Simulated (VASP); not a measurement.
# RbBr (Pm-3m) in VASP: settings compared

RbBr is run at these levels: PBE+D3(BJ), PBE; tasks: single point.

Program: VASP 6.6.1. These are calculated values, not measurements. Logs are shortened: lines on timing, memory, paths and dates and some standing lists are left out, and cuts for length are marked.

## Step 1: The cell of the first run

It takes space group Pm-3m (No. 221, cubic). The conventional cell has a = 4.126 Å, b = 4.126 Å, c = 4.126 Å, α = 90.00°, β = 90.00°, γ = 90.00°. Rb (site symmetry m-3m) has 8 Br at 3.57 Å and 6 Rb at 4.13 Å within 4.7 Å. Br (site symmetry m-3m) has 8 Rb at 3.57 Å and 6 Br at 4.13 Å within 4.7 Å.

## Step 2: Single point, PBE+D3(BJ)

INCAR

```
ALGO     = Normal         # electronic algorithm
EDIFF    = 1E-6           # SCF threshold, eV
ENCUT    = 500            # plane-wave cutoff, eV
GGA      = PE             # functional
GGA_COMPAT= False        
ISIF     = 2              # what is computed and relaxed
ISMEAR   = 0              # smearing method
IVDW     = 12             # dispersion correction
LASPH    = True           # aspherical terms in the spheres
LCHARG   = True           # write CHGCAR
LELF     = True           # ELF
LREAL    = False          # projectors in reciprocal space
LVHAR    = True         
LWAVE    = False          # write WAVECAR
NBANDS   = 15             # bands
NELM     = 120            # most SCF steps
PREC     = Accurate       # precision mode
SIGMA    = 0.1            # smearing width, eV
```

KPOINTS

```
k-points
0
Gamma
  2 2 2
```

POSCAR

```
RbBr
1.0
    4.1260773000      0.0000000000      0.0000000000
    0.0000000000      4.1260773000      0.0000000000
    0.0000000000      0.0000000000      4.1260773000
Rb Br
1 1
Direct
    0.0000000000      0.0000000000      0.0000000000
    0.5000000000      0.5000000000      0.5000000000
```

Potentials or basis: VASP PAW PBE potentials, release 64 (Rb_sv, Br).

Started as:

```bash
$ cat potpaw_PBE.64/Rb_sv/POTCAR potpaw_PBE.64/Br/POTCAR > POTCAR
$ mpirun -np 1 vasp_std > vasp.out
```

OUTCAR:

```text
EDIFF = 1E-6
   ENCUT = 500
   GGA = PE
   ISIF = 2
   ISMEAR = 0
   IVDW = 12
   LASPH = True
   LREAL = False
   NELM = 120
   PREC = Accurate
 IVDW          = 12

 ion  position               nearest neighbor table
   1  0.000  0.000  0.000-   2 3.57   2 3.57   2 3.57   2 3.57   2 3.57   2 3.57   2 3.57   2 3.57

   2  0.500  0.500  0.500-   1 3.57   1 3.57   1 3.57   1 3.57   1 3.57   1 3.57   1 3.57   1 3.57

  LATTYP: Found a simple cubic cell.
 ALAT       =     4.1260773000

  Lattice vectors:

 A1 = (   4.1260773000,   0.0000000000,   0.0000000000)
 A2 = (   0.0000000000,   4.1260773000,   0.0000000000)
 A3 = (   0.0000000000,   0.0000000000,   4.1260773000)

Analysis of symmetry for initial positions (statically):
=====================================================================
 Subroutine PRICEL returns:
 Original cell was already a primitive cell.

 Routine SETGRP: Setting up the symmetry group for a
 simple cubic supercell.

 Subroutine GETGRP returns: Found 48 space group operations
 (whereof 48 operations were pure point group operations)
 out of a pool of 48 trial point group operations.

The static configuration has the point symmetry O_h .

Analysis of symmetry for dynamics (positions and initial velocities):
=====================================================================
 Subroutine PRICEL returns:
 Original cell was already a primitive cell.

 Routine SETGRP: Setting up the symmetry group for a
 simple cubic supercell.

 Subroutine GETGRP returns: Found 48 space group operations
 (whereof 48 operations were pure point group operations)
 out of a pool of 48 trial point group operations.

The dynamic configuration has the point symmetry O_h .

 Subroutine INISYM returns: Found 48 space group operations
 (whereof 48 operations are pure point group operations),
 and found     1 'primitive' translations

----------------------------------------------------------------------------------------

                                     Primitive cell

  volume of cell :      70.2445

  direct lattice vectors                    reciprocal lattice vectors
     4.126077300  0.000000000  0.000000000     0.242360947  0.000000000  0.000000000
     0.000000000  4.126077300  0.000000000     0.000000000  0.242360947  0.000000000
     0.000000000  0.000000000  4.126077300     0.000000000  0.000000000  0.242360947

  length of vectors
     4.126077300  4.126077300  4.126077300     0.242360947  0.242360947  0.242360947

  position of ions in fractional coordinates (direct lattice)
     0.000000000  0.000000000  0.000000000
     0.500000000  0.500000000  0.500000000

  ion indices of the primitive-cell ions
   primitive index   ion index
                 1           1
                 2           2

----------------------------------------------------------------------------------------

 KPOINTS: k-points

Automatic generation of k-mesh.
 Grid dimensions read from file:
 generate k-points for:    2    2    2

 Generating k-lattice:

  Cartesian coordinates                     Fractional coordinates (reciprocal lattice)
     0.121180473  0.000000000  0.000000000     0.500000000  0.000000000  0.000000000
     0.000000000  0.121180473  0.000000000     0.000000000  0.500000000  0.000000000
     0.000000000  0.000000000  0.121180473     0.000000000  0.000000000  0.500000000

  Length of vectors
     0.121180473  0.121180473  0.121180473

  Shift w.r.t. Gamma in fractional coordinates (k-lattice)
     0.000000000  0.000000000  0.000000000

 Subroutine IBZKPT returns following result:
 ===========================================

 Found      4 irreducible k-points:

 Following reciprocal coordinates:
            Coordinates               Weight
  0.000000  0.000000  0.000000      1.000000
  0.500000  0.000000  0.000000      3.000000
  0.500000  0.500000  0.000000      3.000000
  0.500000  0.500000  0.500000      1.000000
   k-points           NKPTS =      4   k-points in BZ     NKDIM =      4   number of bands    NBANDS=     15
   number of dos      NEDOS =    301   number of ions     NIONS =      2
   total plane-waves  NPLWV =  27000
   dimension x,y,z NGX =    30 NGY =   30 NGZ =   30
   dimension x,y,z NGXF=    60 NGYF=   60 NGZF=   60
   ions per type =               1   1
   NGX,Y,Z   is equivalent  to a cutoff of  12.09, 12.09, 12.09 a.u.
   NGXF,Y,Z  is equivalent  to a cutoff of  24.17, 24.17, 24.17 a.u.
 SYSTEM =  unknown system
   PREC   = accura    normal or accurate (medium, high low for compatibility)
   ISTART =      0    job   : 0-new  1-cont  2-samecut
   ICHARG =      2    charge: 1-file 2-atom 10-const
   ISPIN  =      1    spin polarized calculation?
   LNONCOLLINEAR =      F non collinear calculations
   LSORBIT =      F    spin-orbit coupling
   LASPH  =      T    aspherical Exc in radial PAW
   ENCUT  =  500.0 eV  36.75 Ry    6.06 a.u.   7.52  7.52  7.52*2*pi/ulx,y,z
   NELM   =    120;   NELMIN=  2; NELMDL= -5     # of ELM steps
   EDIFF  = 0.1E-05   stopping-criterion for ELM
   LREAL  =      F    real-space projection
   EDIFFG = 0.1E-04   stopping-criterion for IOM
   NSW    =      0    number of steps for IOM
   IBRION =     -1    ionic relax: 0-MD 1-quasi-New 2-CG
   NFREE  =      0    steps in history (QN), initial steepest desc. (CG)
   ISIF   =      2    stress and relaxation
   ISYM   =      2    0-nonsym 1-usesym 2-fastsym
   POTIM  = 0.5000    time-step for ionic-motion
   TEBEG  =    0.0;   TEEND  =   0.0 temperature during run
   PSTRESS=    0.0 pullay stress
   NELECT =      16.0000    total number of electrons
   NUPDOWN=      -1.0000    fix difference up-down
   EMIN   =  10.00;   EMAX   =-10.00  energy-range for DOS
[... 5 lines left out ...]
     AMIX     =   0.40;   BMIX     =  1.00
     AMIX_MAG =   1.60;   BMIX_MAG =  1.00
  volume/ion in A,a.u.               =      35.12       237.02
  Fermi-wavevector in a.u.,A,eV,Ry     =   0.999795  1.889338 13.600238  0.999589
  Thomas-Fermi vector in A             =   2.132108
   LORBIT       =      0    0 simple, 1 ext, 2 COOP (PROOUT), +10 PAW based schemes
   GGA     = PE    functional components
   LHFCALC =     F    Hartree Fock is set to
   AEXX    =    0.0000 exact exchange contribution
   IVDW    =    12    specifies the selected vdW correction
   LEPSILON=     F    determine dielectric tensor
   LRPA    =     F    only Hartree local field effects (RPA)
 non-spin polarized calculation
 Gauss-broadening in eV      SIGMA  =   0.10
  energy-cutoff  :      500.00
  volume of cell :       70.24
 maximum number of plane-waves:      1800
   NGX = 15   NGY = 15   NGZ = 15

 number of electron      16.0000005 magnetization

 Free energy of the ion-electron system (eV)
  ---------------------------------------------------
  ext. energy  EPLUGINS =         0.00000000
  ---------------------------------------------------
  free energy    TOTEN  =        -5.77172155 eV

  energy without entropy =       -5.77172155  energy(sigma->0) =       -5.77172155

 E-fermi :  -0.0823     XC(G=0):  -7.8900

 val. band max:       -0.5291822978   @ k =   0.5000   0.5000   0.0000
 cond. band min:       3.4653643552   @ k =   0.0000   0.0000   0.0000
 fundamental gap:      3.9945466530
 Fermi energy:        -0.0823372964

 k-point     1 :       0.0000    0.0000    0.0000
  band No.  band energies     occupation
      1     -25.8178      2.00000
      2     -13.1170      2.00000
      3      -9.7982      2.00000
      4      -9.7982      2.00000
      5      -9.7982      2.00000
      6      -0.6877      2.00000
      7      -0.6877      2.00000
      8      -0.6877      2.00000
      9       3.4654      0.00000
     10       4.9419      0.00000
     11       4.9419      0.00000
     12       9.2519      0.00000
     13       9.2519      0.00000
     14       9.2519      0.00000
     15      12.0343      0.00000

 k-point     2 :       0.5000    0.0000    0.0000
  band No.  band energies     occupation
      1     -25.7975      2.00000
      2     -13.1204      2.00000
      3      -9.9162      2.00000
      4      -9.7517      2.00000
      5      -9.7517      2.00000
      6      -2.2766      2.00000
      7      -0.7639      2.00000
      8      -0.7639      2.00000
      9       6.2186      0.00000
     10       6.4949      0.00000
     11       7.0294      0.00000
     12       8.1279      0.00000
     13       9.1837      0.00000
     14       9.1837      0.00000
     15      10.0212      0.00000

 k-point     3 :       0.5000    0.5000    0.0000
  band No.  band energies     occupation
      1     -25.7788      2.00000
      2     -12.9237      2.00000
      3     -10.1031      2.00000
      4     -10.1031      2.00000
      5      -9.7191      2.00000
      6      -1.5975      2.00000
      7      -1.5975      2.00000
      8      -0.5292      2.00000
      9       4.6655      0.00000
     10       5.5949      0.00000
     11       7.3079      0.00000
     12       7.3079      0.00000
     13      10.2092      0.00000
     14      10.2092      0.00000
     15      10.9444      0.00000

 k-point     4 :       0.5000    0.5000    0.5000
  band No.  band energies     occupation
      1     -25.7610      2.00000
      2     -12.8159      2.00000
      3     -10.0212      2.00000
      4     -10.0212      2.00000
      5     -10.0212      2.00000
      6      -1.8847      2.00000
      7      -1.8847      2.00000
      8      -1.8847      2.00000
      9       7.6047      0.00000
     10       7.6047      0.00000
     11       7.6047      0.00000
     12       8.7312      0.00000
     13       8.7312      0.00000
     14       8.7312      0.00000
     15      11.4260      0.00000

------------------------ aborting loop because EDIFF is reached ----------------------------------------

 Edisp (eV)   -0.46017

 E8    (eV) :    -0.2268

  FORCE on cell =-STRESS in cart. coord.  units (eV):
  Direction    XX          YY          ZZ          XY          YZ          ZX
  --------------------------------------------------------------------------------------
  -------------------------------------------------------------------------------------
  Total       0.42100     0.42100     0.42100     0.00000     0.00000    -0.00000
  in kB       9.60235     9.60235     9.60235     0.00000     0.00000    -0.00000
  external pressure =        9.60 kB  Pullay stress =        0.00 kB

 VOLUME and BASIS-vectors are now :
 -----------------------------------------------------------------------------
  energy-cutoff  :      500.00
  volume of cell :       70.24
      direct lattice vectors                 reciprocal lattice vectors
     4.126077300  0.000000000  0.000000000     0.242360947  0.000000000  0.000000000
     0.000000000  4.126077300  0.000000000     0.000000000  0.242360947  0.000000000
     0.000000000  0.000000000  4.126077300     0.000000000  0.000000000  0.242360947

 POSITION                                       TOTAL-FORCE (eV/Angst)
 -----------------------------------------------------------------------------------
      0.00000      0.00000      0.00000         0.000000      0.000000      0.000000
      2.06304      2.06304      2.06304         0.000000      0.000000      0.000000
 -----------------------------------------------------------------------------------
    total drift:                                0.000000      0.000000     -0.000000

  FREE ENERGIE OF THE ION-ELECTRON SYSTEM (eV)
  ---------------------------------------------------
  free  energy   TOTEN  =        -6.2318939404 eV

  energy  without entropy=       -6.2318939404  energy(sigma->0) =       -6.23189394
```

It took 13 s on 1 thread of Intel Xeon 8259CL, shared host; peak memory 0.16 GiB.

Results:

- Free energy: -6.2319 eV
- Pressure: 1.0 GPa
- Band gap on the k mesh: 3.99 eV, indirect (least direct gap 4.15 eV)
- Dispersion energy per atom: -0.230 eV

Levels at points of the mesh, in eV from the valence-band top:
```csv
k point,band 6,band 7,band 8,band 9,band 10,band 11
"(0.00, 0.00, 0.00)",-0.16,-0.16,-0.16,3.99,5.47,5.47
"(0.50, 0.00, 0.00)",-1.75,-0.23,-0.23,6.75,7.02,7.56
"(0.50, 0.50, 0.00)",-1.07,-1.07,0.00,5.19,6.12,7.84
"(0.50, 0.50, 0.50)",-1.36,-1.36,-1.36,8.13,8.13,8.13
```

Caveat: the k points lie up to 0.76 Å⁻¹ apart; three body term missing.

## Step 3: Single point, PBE

INCAR

```
SYSTEM = RbBr
PREC     = Accurate       ! precision mode
ENCUT    = 500            ! plane-wave cutoff, eV
EDIFF    = 1E-6           ! SCF threshold, eV
ISMEAR   = 0              ! smearing method
SIGMA    = 0.1            ! smearing width, eV
LREAL    = .FALSE.        ! projectors in reciprocal space
LASPH    = .TRUE.         ! aspherical terms in the spheres
NELM     = 120            ! most SCF steps
ALGO     = Normal         ! electronic algorithm
ISIF     = 2              ! what is computed and relaxed
LWAVE    = .FALSE.        ! write WAVECAR
LCHARG   = .FALSE.        ! write CHGCAR
GGA      = PE             ! functional
NBANDS   = 15             ! bands
GGA_COMPAT= .FALSE.
```

KPOINTS

```
Automatic mesh
0
G
  3 3 3
  0 0 0
```

POSCAR is that of step 2.

Potentials or basis: VASP PAW PBE potentials, release 64 (Rb_sv, Br).

Started as:

```bash
$ cat potpaw_PBE.64/Rb_sv/POTCAR potpaw_PBE.64/Br/POTCAR > POTCAR
$ mpirun -np 1 vasp_std > vasp.out
```

Run time: 12 s. Hardware: 1 thread of Intel Xeon 8259CL, shared host; peak memory 0.16 GiB.

Results (log left out):

| Item | Value |
| --- | --- |
| Free energy | -5.9760 eV |
| Pressure | 1.0 GPa |
| Band gap on the k mesh | 4.17 eV, indirect (least direct gap 4.22 eV) |

Levels at points of the mesh, in eV from the valence-band top:
| k point | band 5 | band 6 | band 7 | band 8 | band 9 | band 10 | band 11 | band 12 |
| --- | --- | --- | --- | --- | --- | --- | --- | --- |
| (0.00, 0.00, 0.00) | -9.01 | -0.06 | -0.06 | -0.06 | 4.17 | 5.66 | 5.66 | 10.01 |

Caveat: the k points lie up to 0.51 Å⁻¹ apart.

## Step 4: Single point, PBE

INCAR

```
SYSTEM = RbBr
PREC = Accurate ; ENCUT = 500
EDIFF = 1E-6 ; ISMEAR = 1
SIGMA = 0.06802846561497 ; LREAL = .False.
LASPH = .True. ; NELM = 120
ALGO = Normal ; ISIF = 2
LWAVE = .False. ; LCHARG = .False.
GGA = PE ; NBANDS = 15
GGA_COMPAT = .False.
```

KPOINTS

```
Automatic mesh
0
Gamma
  2 2 2
  0 0 0
```

POSCAR is that of step 3.

Started as:

```bash
$ cat potpaw_PBE.64/Rb_sv/POTCAR potpaw_PBE.64/Br/POTCAR > POTCAR
$ mpirun -np 1 vasp_std > vasp.out
```

It took 13 s on 1 thread of Intel Xeon 8259CL, shared host; peak memory 0.16 GiB.

It converged, with:

```yaml
Free_energy: -5.7702 eV
Pressure: 2.0 GPa
Band_gap_on_the_k_mesh: 3.99 eV, indirect (least direct gap 4.15 eV)
```

Levels at points of the mesh, in eV from the valence-band top:
```tsv
k point	band 5	band 6	band 7	band 8	band 9	band 10	band 11	band 12
(0.00, 0.00, 0.00)	-9.27	-0.16	-0.16	-0.16	3.99	5.47	5.47	9.78
(0.50, 0.00, 0.00)	-9.22	-1.75	-0.23	-0.23	6.75	7.02	7.56	8.66
(0.50, 0.50, 0.00)	-9.19	-1.07	-1.07	0.00	5.19	6.12	7.84	7.84
(0.50, 0.50, 0.50)	-9.49	-1.36	-1.36	-1.36	8.13	8.13	8.13	9.26
```

Caveat: the k points lie up to 0.76 Å⁻¹ apart. A k mesh can miss the band edges.

## Step 5: Single point, PBE

INCAR

```
SYSTEM = RbBr
ALGO = Normal
EDIFF = 1E-6
ENCUT = 500
GGA = PE
GGA_COMPAT = .False.
ISIF = 2
ISMEAR = 0
ISYM = 0
LASPH = .True.
LCHARG = .True.
LELF = .True.
LREAL = .False.
LVHAR = .True.
LWAVE = .False.
NBANDS = 15
NELM = 120
PREC = Accurate
SIGMA = 0.1
```

KPOINTS

```
k-points
0
Gamma
  1 2 4
  0 0 0
```

POSCAR is that of step 4.

Started as:

```bash
$ cat potpaw_PBE.64/Rb_sv/POTCAR potpaw_PBE.64/Br/POTCAR > POTCAR
$ mpirun -np 1 vasp_std > vasp.out
```

It took 17 s on 1 thread of Intel Xeon 8259CL, shared host; peak memory 0.16 GiB.

The run converged, but its numbers aren't listed here, since they failed a check.

Caveat: the k points lie up to 1.52 Å⁻¹ apart.

## Step 6: The runs side by side

```tsv
level	k mesh	smearing	gap on the mesh (eV)	pressure (GPa)
PBE+D3(BJ)	2 × 2 × 2	gaussian 0.1 eV	3.99	1.0
PBE	3 × 3 × 3	gaussian 0.1 eV	4.17	1.0
PBE	2 × 2 × 2	methfessel-paxton 0.0680285 eV	3.99	2.0
```

Alike in all rows: task single point; potentials or basis VASP PAW PBE potentials, release 64 (Rb_sv, Br); no spin polarisation; cell as given; cutoff (eV) 500.

Caveats: all runs use coarse meshes; three body term missing (some runs).

Total energies depend on the potentials used, so only differences within one code and one set of settings carry meaning.
